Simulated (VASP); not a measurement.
# W (Im-3m) in VASP: single point with PBE

Aim: the single point of W with PBE.

Program: VASP 6.6.1. These are calculated values, not measurements. Logs are shortened: lines on timing, memory, paths and dates and some standing lists are left out, and cuts for length are marked.

## Step 1: The cell of the first run

It takes space group Im-3m (No. 229, cubic). The conventional cell has a = 3.183 Å, b = 3.183 Å, c = 3.183 Å, α = 90.00°, β = 90.00°, γ = 90.00°. W (site symmetry m-3m) has 14 W at 2.76 to 3.18 Å within 3.6 Å.

## Step 2: Single point, PBE

INCAR reads:

```
PREC = Accurate ; ENCUT = 520
EDIFF = 1E-6 ; ISMEAR = -1
SIGMA = 0.08 ; LREAL = F
LASPH = T ; NELM = 60
ALGO = Normal ; ISIF = 2
LWAVE = F ; LCHARG = F
GGA = PE ; NBANDS = 21
```

KPOINTS reads:

```
regular mesh
0
Gamma
  11 11 11
```

POSCAR reads:

```
W
1.0
    3.1834185694      0.0000000000      0.0000000000
    0.0000000000      3.1834185694      0.0000000000
    0.0000000000      0.0000000000      3.1834185694
W
2
Direct
    0.0000000000      0.0000000000      0.0000000000
    0.5000000000      0.5000000000      0.5000000000
```

Potentials or basis: VASP PAW PBE potentials, release 64 (W_sv).

Command:

```
> cat potpaw_PBE.64/W_sv/POTCAR > POTCAR
> mpirun -np 1 vasp_std > vasp.out
```

OUTCAR:

```text
PREC = Accurate
   ENCUT = 520
   EDIFF = 1E-6
   ISMEAR = -1
   LREAL = F
   LASPH = T
   NELM = 60
   ISIF = 2
   GGA = PE

 ion  position               nearest neighbor table
   1  0.000  0.000  0.000-   2 2.76   2 2.76   2 2.76   2 2.76   2 2.76   2 2.76   2 2.76   2 2.76

   2  0.500  0.500  0.500-   1 2.76   1 2.76   1 2.76   1 2.76   1 2.76   1 2.76   1 2.76   1 2.76

  LATTYP: Found a simple cubic cell.
 ALAT       =     3.1834185694

  Lattice vectors:

 A1 = (   3.1834185694,   0.0000000000,   0.0000000000)
 A2 = (   0.0000000000,   3.1834185694,   0.0000000000)
 A3 = (   0.0000000000,   0.0000000000,   3.1834185694)

Analysis of symmetry for initial positions (statically):
=====================================================================
 Subroutine PRICEL returns following result:

  LATTYP: Found a body centered cubic cell.
 ALAT       =     3.1834185694

  Lattice vectors:

 A1 = (   1.5917092847,   1.5917092847,  -1.5917092847)
 A2 = (  -1.5917092847,   1.5917092847,   1.5917092847)
 A3 = (   1.5917092847,  -1.5917092847,   1.5917092847)

   2 primitive cells build up your supercell.

 Routine SETGRP: Setting up the symmetry group for a
 simple cubic supercell.

 Subroutine GETGRP returns: Found 48 space group operations
 (whereof 48 operations were pure point group operations)
 out of a pool of 48 trial point group operations.

The static configuration has the point symmetry O_h .

Analysis of symmetry for dynamics (positions and initial velocities):
=====================================================================
 Subroutine PRICEL returns following result:

  LATTYP: Found a body centered cubic cell.
 ALAT       =     3.1834185694

  Lattice vectors:

 A1 = (   1.5917092847,   1.5917092847,  -1.5917092847)
 A2 = (  -1.5917092847,   1.5917092847,   1.5917092847)
 A3 = (   1.5917092847,  -1.5917092847,   1.5917092847)

   2 primitive cells build up your supercell.

 Routine SETGRP: Setting up the symmetry group for a
 simple cubic supercell.

 Subroutine GETGRP returns: Found 48 space group operations
 (whereof 48 operations were pure point group operations)
 out of a pool of 48 trial point group operations.

The dynamic configuration has the point symmetry O_h .

 Subroutine INISYM returns: Found 48 space group operations
 (whereof 48 operations are pure point group operations),
 and found     2 'primitive' translations

----------------------------------------------------------------------------------------

                                     Primitive cell

  volume of cell :      16.1306

  direct lattice vectors                    reciprocal lattice vectors
     1.591709285  1.591709285 -1.591709285     0.314127715  0.314127715  0.000000000
    -1.591709285  1.591709285  1.591709285    -0.000000000  0.314127715  0.314127715
     1.591709285 -1.591709285  1.591709285     0.314127715  0.000000000  0.314127715

  length of vectors
     2.756921352  2.756921352  2.756921352     0.444243674  0.444243674  0.444243674

  position of ions in fractional coordinates (direct lattice)
     0.000000000  0.000000000  0.000000000

  ion indices of the primitive-cell ions
   primitive index   ion index
                 1           1

----------------------------------------------------------------------------------------

 KPOINTS: regular mesh

Automatic generation of k-mesh.
 Grid dimensions read from file:
 generate k-points for:   11   11   11

 Generating k-lattice:

  Cartesian coordinates                     Fractional coordinates (reciprocal lattice)
     0.028557065  0.000000000  0.000000000     0.090909091  0.000000000  0.000000000
     0.000000000  0.028557065  0.000000000     0.000000000  0.090909091  0.000000000
     0.000000000  0.000000000  0.028557065     0.000000000  0.000000000  0.090909091

  Length of vectors
     0.028557065  0.028557065  0.028557065

  Shift w.r.t. Gamma in fractional coordinates (k-lattice)
     0.000000000  0.000000000  0.000000000

 Subroutine IBZKPT returns following result:
 ===========================================

 Found     56 irreducible k-points:

 Following reciprocal coordinates:
            Coordinates               Weight
  0.000000  0.000000  0.000000      1.000000
  0.090909  0.000000  0.000000      6.000000
  0.181818  0.000000  0.000000      6.000000
  0.272727  0.000000  0.000000      6.000000
  0.363636  0.000000  0.000000      6.000000
  0.454545  0.000000  0.000000      6.000000
[... 16 lines left out ...]
  0.181818  0.090909  0.090909     24.000000
  0.272727  0.090909  0.090909     24.000000
 [... further k-points ...]
   k-points           NKPTS =     56   k-points in BZ     NKDIM =     56   number of bands    NBANDS=     21
   number of dos      NEDOS =    301   number of ions     NIONS =      2
   total plane-waves  NPLWV =  13824
   dimension x,y,z NGX =    24 NGY =   24 NGZ =   24
   dimension x,y,z NGXF=    48 NGYF=   48 NGZF=   48
   ions per type =               2
   NGX,Y,Z   is equivalent  to a cutoff of  12.53, 12.53, 12.53 a.u.
   NGXF,Y,Z  is equivalent  to a cutoff of  25.07, 25.07, 25.07 a.u.
 SYSTEM =  unknown system
   PREC   = accura    normal or accurate (medium, high low for compatibility)
   ISTART =      0    job   : 0-new  1-cont  2-samecut
   ICHARG =      2    charge: 1-file 2-atom 10-const
   ISPIN  =      1    spin polarized calculation?
   LNONCOLLINEAR =      F non collinear calculations
   LSORBIT =      F    spin-orbit coupling
   LASPH  =      T    aspherical Exc in radial PAW
   ENCUT  =  520.0 eV  38.22 Ry    6.18 a.u.   5.92  5.92  5.92*2*pi/ulx,y,z
   NELM   =     60;   NELMIN=  2; NELMDL= -5     # of ELM steps
   EDIFF  = 0.1E-05   stopping-criterion for ELM
   LREAL  =      F    real-space projection
   EDIFFG = 0.1E-04   stopping-criterion for IOM
   NSW    =      0    number of steps for IOM
   IBRION =     -1    ionic relax: 0-MD 1-quasi-New 2-CG
   NFREE  =      0    steps in history (QN), initial steepest desc. (CG)
   ISIF   =      2    stress and relaxation
   ISYM   =      2    0-nonsym 1-usesym 2-fastsym
   POTIM  = 0.5000    time-step for ionic-motion
   TEBEG  =    0.0;   TEEND  =   0.0 temperature during run
   PSTRESS=    0.0 pullay stress
   NELECT =      28.0000    total number of electrons
   NUPDOWN=      -1.0000    fix difference up-down
   EMIN   =  10.00;   EMAX   =-10.00  energy-range for DOS
   EFERMI =   0.00;   METHOD = LEGACY
   ISMEAR =    -1;   SIGMA  =   0.08  broadening in eV -4-tet -1-fermi 0-gaus
   EFERMI_NEDOS =   21; number of points for ismear=-14 and -15
   IALGO  =     38    algorithm
   IMIX   =      4    mixing-type and parameters
     AMIX     =   0.40;   BMIX     =  1.00
     AMIX_MAG =   1.60;   BMIX_MAG =  1.00
  volume/ion in A,a.u.               =      16.13       108.85
  Fermi-wavevector in a.u.,A,eV,Ry     =   1.561590  2.950978 33.178680  2.438564
  Thomas-Fermi vector in A             =   2.664633
   LORBIT       =      0    0 simple, 1 ext, 2 COOP (PROOUT), +10 PAW based schemes
   GGA     = PE    functional components
   LHFCALC =     F    Hartree Fock is set to
   AEXX    =    0.0000 exact exchange contribution
   IVDW    =     0    specifies the selected vdW correction
   LEPSILON=     F    determine dielectric tensor
   LRPA    =     F    only Hartree local field effects (RPA)
 non-spin polarized calculation
  energy-cutoff  :      520.00
  volume of cell :       32.26
 maximum number of plane-waves:       895
 NGX is ok and might be reduce to    24
   NGX = 11   NGY = 11   NGZ = 11

 number of electron      27.9999994 magnetization

 Free energy of the ion-electron system (eV)
  ---------------------------------------------------
  ext. energy  EPLUGINS =         0.00000000
  ---------------------------------------------------
  free energy    TOTEN  =       -25.91580463 eV

  energy without entropy =      -25.89208957  energy(sigma->0) =      -25.90394710

 E-fermi :  11.1815     XC(G=0): -13.5413

 val. band max:       11.1715242095   @ k =   0.1818   0.0909   0.0909
 cond. band min:      11.1946316203   @ k =   0.4545   0.4545   0.0909
 fundamental gap:      0.0231074108
 Fermi energy:        11.1814867591

 k-point     1 :       0.0000    0.0000    0.0000
  band No.  band energies     occupation
      1     -63.0081      2.00000
      2     -62.7914      2.00000
      3     -27.4493      2.00000
      4     -27.4493      2.00000
      5     -27.4493      2.00000
      6     -26.5957      2.00000
[... 13 lines left out ...]
     20      19.3000      0.00000
     21      19.3000      0.00000

 k-point     2 :       0.0909    0.0000    0.0000
  band No.  band energies     occupation
      1     -63.0032      2.00000
      2     -62.7951      2.00000
      3     -27.4495      2.00000
      4     -27.4316      2.00000
      5     -27.4316      2.00000
      6     -26.6321      2.00000
[... 13 lines left out ...]
     20      18.6345      0.00000
     21      20.3501      0.00000

 k-point     3 :       0.1818    0.0000    0.0000
  band No.  band energies     occupation
      1     -62.9888      2.00000
      2     -62.8063      2.00000
      3     -27.4460      2.00000
      4     -27.3798      2.00000
      5     -27.3798      2.00000
      6     -26.7332      2.00000
[... 13 lines left out ...]
     20      17.2215      0.00000
     21      22.3533      0.00000
[... 457 lines left out ...]
 k-point    23 :       0.1818    0.0909    0.0909
  band No.  band energies     occupation
      1     -62.9804      2.00000
      2     -62.8123      2.00000
      3     -27.5012      2.00000
      4     -27.4072      2.00000
      5     -27.2411      2.00000
      6     -26.8865      2.00000
[... 13 lines left out ...]
     20      18.8875      0.00000
     21      21.4341      0.00000

 k-point    24 :       0.2727    0.0909    0.0909
  band No.  band energies     occupation
      1     -62.9596      2.00000
      2     -62.8287      2.00000
      3     -27.5172      2.00000
      4     -27.3233      2.00000
      5     -27.1446      2.00000
      6     -27.0397      2.00000
[... 13 lines left out ...]
     20      17.3934      0.00000
     21      23.0340      0.00000

 [... further k-points ...]

------------------------ aborting loop because EDIFF is reached ----------------------------------------

  FORCE on cell =-STRESS in cart. coord.  units (eV):
  Direction    XX          YY          ZZ          XY          YZ          ZX
  --------------------------------------------------------------------------------------
  -------------------------------------------------------------------------------------
  Total        0.0899507      0.0899507      0.0899507      0.0000000      0.0000000      0.0000000
  in kB        4.4671854      4.4671854      4.4671854      0.0000000      0.0000000      0.0000000
  external PRESSURE =       4.4671854 kB  Pullay stress =       0.0000000 kB

 VOLUME and BASIS-vectors are now :
 -----------------------------------------------------------------------------
  energy-cutoff  :      520.00
  volume of cell :       32.26
      direct lattice vectors                 reciprocal lattice vectors
     3.183418569  0.000000000  0.000000000     0.314127715  0.000000000  0.000000000
     0.000000000  3.183418569  0.000000000     0.000000000  0.314127715  0.000000000
     0.000000000  0.000000000  3.183418569     0.000000000  0.000000000  0.314127715

 POSITION                                       TOTAL-FORCE (eV/Angst)
 -----------------------------------------------------------------------------------
      0.00000      0.00000      0.00000         0.000000      0.000000      0.000000
      1.59171      1.59171      1.59171        -0.000000     -0.000000     -0.000000
 -----------------------------------------------------------------------------------
    total drift:                                0.000000      0.000000     -0.000000

  FREE ENERGIE OF THE ION-ELECTRON SYSTEM (eV)
  ---------------------------------------------------
  free  energy   TOTEN  =       -25.9158046259 eV

  energy  without entropy=      -25.8920895696  energy(sigma->0) =      -25.90394710
```

Wall time 16 s (1 thread of Intel Xeon Platinum 8259CL at 2.50GHz (Skylake/Cascade Lake), shared host); peak memory 0.15 GiB.

What came out:

* Free energy: -25.9158 eV
* Pressure: 0.4 GPa
* Band gap on the k mesh: zero (band 14 reaches 11.50 eV, above the bottom of band 15 at 10.87 eV)

Levels at points of the mesh, in eV from the Fermi level:
| k point | band 11 | band 12 | band 13 | band 14 | band 15 | band 16 | band 17 | band 18 |
| --- | --- | --- | --- | --- | --- | --- | --- | --- |
| (0.00, 0.00, 0.00) | -5.68 | -1.19 | -1.19 | -1.19 | 2.23 | 2.23 | 5.06 | 5.06 |

Caveat: spin-orbit coupling is left out, which moves the levels of the heavy elements.
